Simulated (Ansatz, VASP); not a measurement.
**H in VASP and in Ansatz**

```xyz
4
Lattice="1.7156 -2.9928 -0.0109 1.7369 3.0067 0.0020 -0.0181 0.0163 6.2435" Properties=species:S:1:pos:R:3 pbc="T T T"
H     2.0134   -1.1114    5.9950
H     1.9027   -0.5600    0.2257
H     1.4614    1.1598    2.8916
H     1.4913    0.5718    3.3571
```

Change from the starting cell: all atoms moved at random, sigma 0.05 Å a component, cell strained at random, sigma 0.03; relaxed back.

Alike in both runs: functional PBE; k mesh 8 × 8 × 4; occupations gaussian, width 0.05 eV; no spin polarisation.

Ansatz relaxed the structure, and its values are those at the end. VASP's run is a single point on that final structure, the one shown.

```csv
,VASP,Ansatz
version,VASP 6.6.1,Ansatz 0.2.0
potentials or method,"VASP PAW PBE potentials, release 64 (H), cutoff 520 eV","scalar-relativistic, plane waves, PAW"
valence electrons in the cell,4,4
```

|  | VASP | Ansatz | Ansatz less VASP |
| --- | --- | --- | --- |
| gap on the k mesh at the Fermi level (eV) | 9.08 | 9.08 | +0.002 |
| least direct gap on the mesh (eV) | 9.62 | 9.62 | +0.001 |
| pressure (GPa) | -0.2 | 0.0 | +0.16 |
| rms of the force components (eV/Å) | 0.005 | 0.004 | -0.0017 |
